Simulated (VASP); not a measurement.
# Tc (P6_3/mmc) in VASP: vibrations by perturbation theory with PBE

Aim: the vibrations by perturbation theory of Tc with PBE.

Program: VASP 6.6.1. These are calculated values, not measurements. Logs are shortened: lines on timing, memory, paths and dates and some standing lists are left out, and cuts for length are marked.

### 1 The cell of the first run

It takes space group P6_3/mmc (No. 194, hexagonal). The conventional cell has a = 2.756 Å, b = 2.756 Å, c = 4.399 Å, α = 90.00°, β = 90.00°, γ = 120.00°. Tc (site symmetry -6m2) has 12 Tc at 2.71 to 2.76 Å within 3.6 Å.

### 2 Vibrations by perturbation theory, PBE

Contents of INCAR:

```
SYSTEM = Tc
ALGO = Normal
EDIFF = 1E-8
ENCUT = 520
GGA = PE
IBRION = 8
ISIF = 2
ISMEAR = -1
LASPH = .TRUE.
LCHARG = .TRUE.
LREAL = .FALSE.
LWAVE = .FALSE.
NELM = 60
NSW = 1
PREC = Accurate
SIGMA = 0.15
```

Contents of KPOINTS:

```
k-points
0
G
  18 18 10
  0 0 0
```

Contents of POSCAR:

```
Tc
1.0
    2.7556810690      0.0000000000      0.0000000000
   -1.3778405345      2.3864898105      0.0000000000
    0.0000000000      0.0000000000      4.3990331678
Tc
2
Direct
    0.3333333333      0.6666666667      0.2500000000
    0.6666666667      0.3333333333      0.7500000000
```

Potentials or basis: VASP PAW PBE potentials, release 64 (Tc_pv).

Started as:

```sh
$ cat potpaw_PBE.64/Tc_pv/POTCAR > POTCAR
$ mpirun -np 1 vasp_std > vasp.out
```

OUTCAR:

```text
SYSTEM = Tc
   EDIFF = 1E-8
   ENCUT = 520
   GGA = PE
   IBRION = 8
   ISIF = 2
   ISMEAR = -1
   LASPH = .TRUE.
   LREAL = .FALSE.
   NELM = 60
   NSW = 1
   PREC = Accurate

 ion  position               nearest neighbor table
   1  0.333  0.667  0.250-   2 2.71   2 2.71   2 2.71   2 2.71   2 2.71   2 2.71
   2  0.667  0.333  0.750-   1 2.71   1 2.71   1 2.71   1 2.71   1 2.71   1 2.71

  LATTYP: Found a hexagonal cell.
 ALAT       =     2.7556810690
 C/A-ratio  =     1.5963506145

  Lattice vectors:

 A1 = (   2.7556810690,   0.0000000000,   0.0000000000)
 A2 = (  -1.3778405345,   2.3864898105,   0.0000000000)
 A3 = (   0.0000000000,   0.0000000000,   4.3990331678)

Analysis of symmetry for initial positions (statically):
=====================================================================
 Subroutine PRICEL returns:
 Original cell was already a primitive cell.

 Routine SETGRP: Setting up the symmetry group for a
 hexagonal supercell.

 Subroutine GETGRP returns: Found 24 space group operations
 (whereof 12 operations were pure point group operations)
 out of a pool of 24 trial point group operations.

The static configuration has the point symmetry D_3d.
 The point group associated with its full space group is D_6h.

Analysis of symmetry for dynamics (positions and initial velocities):
=====================================================================
 Subroutine PRICEL returns:
 Original cell was already a primitive cell.

 Routine SETGRP: Setting up the symmetry group for a
 hexagonal supercell.

 Subroutine GETGRP returns: Found 24 space group operations
 (whereof 12 operations were pure point group operations)
 out of a pool of 24 trial point group operations.

The dynamic configuration has the point symmetry D_3d.
 The point group associated with its full space group is D_6h.

 Subroutine INISYM returns: Found 24 space group operations
 (whereof 12 operations are pure point group operations),
 and found     1 'primitive' translations

----------------------------------------------------------------------------------------

                                     Primitive cell

  volume of cell :      28.9298

  direct lattice vectors                    reciprocal lattice vectors
     2.755681069  0.000000000  0.000000000     0.362886697  0.209512732  0.000000000
    -1.377840534  2.386489811  0.000000000     0.000000000  0.419025464  0.000000000
     0.000000000  0.000000000  4.399033168     0.000000000  0.000000000  0.227322678

  length of vectors
     2.755681069  2.755681069  4.399033168     0.419025464  0.419025464  0.227322678

  position of ions in fractional coordinates (direct lattice)
     0.333333333  0.666666667  0.250000000
     0.666666667  0.333333333  0.750000000

  ion indices of the primitive-cell ions
   primitive index   ion index
                 1           1
                 2           2

----------------------------------------------------------------------------------------

 KPOINTS: k-points

Automatic generation of k-mesh.
 Grid dimensions read from file:
 generate k-points for:   18   18   10

 Generating k-lattice:

  Cartesian coordinates                     Fractional coordinates (reciprocal lattice)
     0.020160372  0.011639596  0.000000000     0.055555556 -0.000000000  0.000000000
     0.000000000  0.023279192  0.000000000     0.000000000  0.055555556  0.000000000
     0.000000000  0.000000000  0.022732268     0.000000000  0.000000000  0.100000000

  Length of vectors
     0.023279192  0.023279192  0.022732268

  Shift w.r.t. Gamma in fractional coordinates (k-lattice)
     0.000000000  0.000000000  0.000000000

 Subroutine IBZKPT returns following result:
 ===========================================

 Found    222 irreducible k-points:

 Following reciprocal coordinates:
            Coordinates               Weight
  0.000000  0.000000  0.000000      1.000000
  0.055556  0.000000  0.000000      6.000000
  0.111111  0.000000  0.000000      6.000000
  0.166667  0.000000  0.000000      6.000000
  0.222222  0.000000  0.000000      6.000000
  0.277778  0.000000  0.000000      6.000000
[... 16 lines left out ...]
  0.333333  0.111111  0.000000     12.000000
  0.388889  0.111111  0.000000     12.000000
 [... further k-points ...]
   k-points           NKPTS =    222   k-points in BZ     NKDIM =    222   number of bands    NBANDS=     17
   number of dos      NEDOS =    301   number of ions     NIONS =      2
   total plane-waves  NPLWV =  14400
   dimension x,y,z NGX =    20 NGY =   20 NGZ =   36
   dimension x,y,z NGXF=    40 NGYF=   40 NGZF=   72
   ions per type =               2
   NGX,Y,Z   is equivalent  to a cutoff of  12.07, 12.07, 13.60 a.u.
   NGXF,Y,Z  is equivalent  to a cutoff of  24.13, 24.13, 27.21 a.u.
 SYSTEM =  Tc
   PREC   = accura    normal or accurate (medium, high low for compatibility)
   ISTART =      0    job   : 0-new  1-cont  2-samecut
   ICHARG =      2    charge: 1-file 2-atom 10-const
   ISPIN  =      1    spin polarized calculation?
   LNONCOLLINEAR =      F non collinear calculations
   LSORBIT =      F    spin-orbit coupling
   LASPH  =      T    aspherical Exc in radial PAW
   ENCUT  =  520.0 eV  38.22 Ry    6.18 a.u.   5.12  5.12  8.18*2*pi/ulx,y,z
   NELM   =     60;   NELMIN=  2; NELMDL= -5     # of ELM steps
   EDIFF  = 0.1E-07   stopping-criterion for ELM
   LREAL  =      F    real-space projection
   EDIFFG = 0.1E-06   stopping-criterion for IOM
   NSW    =      1    number of steps for IOM
   IBRION =      8    ionic relax: 0-MD 1-quasi-New 2-CG
   NFREE  =      0    steps in history (QN), initial steepest desc. (CG)
   ISIF   =      2    stress and relaxation
   ISYM   =      2    0-nonsym 1-usesym 2-fastsym
   POTIM  = 0.5000    time-step for ionic-motion
   TEBEG  =    0.0;   TEEND  =   0.0 temperature during run
   PSTRESS=    0.0 pullay stress
   NELECT =      26.0000    total number of electrons
   NUPDOWN=      -1.0000    fix difference up-down
   EMIN   =  10.00;   EMAX   =-10.00  energy-range for DOS
   EFERMI =   0.00;   METHOD = LEGACY
   ISMEAR =    -1;   SIGMA  =   0.15  broadening in eV -4-tet -1-fermi 0-gaus
   EFERMI_NEDOS =   21; number of points for ismear=-14 and -15
   IALGO  =     38    algorithm
   IMIX   =      4    mixing-type and parameters
     AMIX     =   0.40;   BMIX     =  1.00
     AMIX_MAG =   1.60;   BMIX_MAG =  1.00
  volume/ion in A,a.u.               =      14.46        97.61
  Fermi-wavevector in a.u.,A,eV,Ry     =   1.579855  2.985494 33.959370  2.495943
  Thomas-Fermi vector in A             =   2.680171
   LORBIT       =      0    0 simple, 1 ext, 2 COOP (PROOUT), +10 PAW based schemes
   GGA     = PE    functional components
[... 5 lines left out ...]
 non-spin polarized calculation
  energy-cutoff  :      520.00
  volume of cell :       28.93
 maximum number of plane-waves:       808
   NGX = 11   NGY = 11   NGZ = 17

--------------------------------------- Ionic step        1  -------------------------------------------

 number of electron      25.9999995 magnetization

 Free energy of the ion-electron system (eV)
  ---------------------------------------------------
  ext. energy  EPLUGINS =         0.00000000
  ---------------------------------------------------
  free energy    TOTEN  =       -20.77781041 eV

  energy without entropy =      -20.62064356  energy(sigma->0) =      -20.69922698

 E-fermi :  12.4779     XC(G=0): -13.7335

 val. band max:       12.4643700225   @ k =   0.0000   0.0000   0.1000
 cond. band min:      12.4992530962   @ k =   0.2222   0.0000   0.1000
 fundamental gap:      0.0348830737
 Fermi energy:        12.4779176240

 k-point     1 :       0.0000    0.0000    0.0000
  band No.  band energies     occupation
      1     -26.9551      2.00000
      2     -25.8954      2.00000
      3     -25.8954      2.00000
      4     -25.7109      2.00000
      5     -25.7109      2.00000
      6     -25.6575      2.00000
[... 457 lines left out ...]
      4     -26.2122      2.00000
      5     -25.9786      2.00000
      6     -25.9190      2.00000
[... 9 lines left out ...]
     16      15.5668      0.00000
     17      17.3884      0.00000

 [... further k-points ...]

------------------------ aborting loop because EDIFF is reached ----------------------------------------

  FORCE on cell =-STRESS in cart. coord.  units (eV):
  Direction    XX          YY          ZZ          XY          YZ          ZX
  --------------------------------------------------------------------------------------
  -------------------------------------------------------------------------------------
  Total       -0.1157082     -0.1157082     -0.1202962     -0.0000000      0.0000000     -0.0000000
  in kB       -6.4080942     -6.4080942     -6.6621837     -0.0000000      0.0000000     -0.0000000
  external PRESSURE =      -6.4927907 kB  Pullay stress =       0.0000000 kB

 VOLUME and BASIS-vectors are now :
 -----------------------------------------------------------------------------
  energy-cutoff  :      520.00
  volume of cell :       28.93
      direct lattice vectors                 reciprocal lattice vectors
     2.755681069  0.000000000  0.000000000     0.362886697  0.209512732  0.000000000
    -1.377840534  2.386489811  0.000000000     0.000000000  0.419025464  0.000000000
     0.000000000  0.000000000  4.399033168     0.000000000  0.000000000  0.227322678

 POSITION                                       TOTAL-FORCE (eV/Angst)
 -----------------------------------------------------------------------------------
     -0.00000      1.59099      1.09976        -0.000000      0.000000      0.000000
      1.37784      0.79550      3.29927         0.000000     -0.000000      0.000000
 -----------------------------------------------------------------------------------
    total drift:                               -0.000000      0.000000     -0.000000

  FREE ENERGIE OF THE ION-ELECTRON SYSTEM (eV)
  ---------------------------------------------------
  free  energy   TOTEN  =       -20.7778104073 eV

  energy  without entropy=      -20.6206435600  energy(sigma->0) =      -20.69922698

[... ionic steps 2 to 3 ...]

--------------------------------------- Ionic step        4  -------------------------------------------

------------------------ aborting loop because EDIFF is reached ----------------------------------------

[... ionic steps 5 to 5 ...]

--------------------------------------- Ionic step        6  -------------------------------------------

 Free energy of the ion-electron system (eV)
  ---------------------------------------------------
  ---------------------------------------------------
  free energy    TOTEN  =        -1.08167835 eV

  energy without entropy =       -1.08167836

------------------------ aborting loop because EDIFF is reached ----------------------------------------

 INTERNAL STRAIN TENSOR  FOR ION    1  DIRECTION 3   (eV/Angst):
 -----------------------------------------------------------------------------
    -0.02951  0.00000 -0.00000
     0.00000 -0.02951 -0.00000
     0.00000 -0.00000  0.06533

 INTERNAL STRAIN TENSOR FOR ION    2 for displacements in x,y,z  (eV/Angst):
          X           Y           Z          XY          YZ          ZX
  --------------------------------------------------------------------------------
  x     0.00000     0.00000     0.00000     3.39126     0.00000     0.00000
  y     3.39126    -3.39126     0.00000     0.00000     0.00000     0.00000
  z    -0.00000     0.00000     0.00000     0.00000     0.00000     0.00000

 SECOND DERIVATIVES (NOT SYMMETRIZED)
 ------------------------------------
               1X          1Y          1Z          2X          2Y          2Z
  1X    -3.312391    0.000000    0.000000    3.312391    0.000000    0.000000
  1Y     0.000000   -3.312391    0.000000    0.000000    3.312391    0.000000
  1Z     0.000000   -0.000000   -1.987359    0.000000    0.000000    1.987359
  2X     3.312391    0.000000    0.000000   -3.312391    0.000000    0.000000
  2Y     0.000000    3.312391    0.000000    0.000000   -3.312391    0.000000
  2Z     0.000000    0.000000    1.987359    0.000000   -0.000000   -1.987359

 Eigenvectors and eigenvalues of the dynamical matrix
 ----------------------------------------------------

   1 f  =    4.045993 THz    25.421726 2PiTHz  134.959813 cm-1    16.732877 meV
             X         Y         Z           dx          dy          dz
     -0.000000  1.590993  1.099758    -0.000000   -0.707107   -0.000000
      1.377841  0.795497  3.299275    -0.000000    0.707107    0.000000
[... 16 lines left out ...]
   5 f  =    0.000000 THz     0.000000 2PiTHz    0.000001 cm-1     0.000000 meV
             X         Y         Z           dx          dy          dz
     -0.000000  1.590993  1.099758     0.002283    0.114302    0.697804
      1.377841  0.795497  3.299275     0.002283    0.114302    0.697804

   6 f/i=    0.000000 THz     0.000000 2PiTHz    0.000002 cm-1     0.000000 meV
             X         Y         Z           dx          dy          dz
     -0.000000  1.590993  1.099758     0.706909   -0.016715    0.000425
      1.377841  0.795497  3.299275     0.706909   -0.016715    0.000425

--------------------------------------------------------------------------------------------------------

 ELASTIC MODULI CONTR FROM IONIC RELAXATION (kBar)
 Direction    XX          YY          ZZ          XY          YZ          ZX
 --------------------------------------------------------------------------------
 XX        -192.2854    192.2854      0.0000     -0.0000      0.0000      0.0000
 YY         192.2854   -192.2854     -0.0000      0.0000      0.0000      0.0000
 ZZ           0.0000     -0.0000     -0.0000     -0.0000      0.0000      0.0000
 XY           0.0000     -0.0000     -0.0000   -192.2854      0.0000      0.0000
 YZ           0.0000      0.0000      0.0000      0.0000      0.0000      0.0000
 ZX           0.0000      0.0000      0.0000      0.0000      0.0000      0.0000
 --------------------------------------------------------------------------------
```

Run time: 14 min. Hardware: 1 thread of Intel Xeon Platinum 8488C (Sapphire Rapids), shared host; peak memory 0.92 GiB.

What came out:

| Item | Value |
| --- | --- |
| Highest phonon frequency at Γ | 135 cm⁻¹ |

Phonon frequencies in cm⁻¹ (negative: imaginary):
```tsv
q point	frequencies
(0.000, 0.000, 0.000)	0 0 0 105 135 135
```
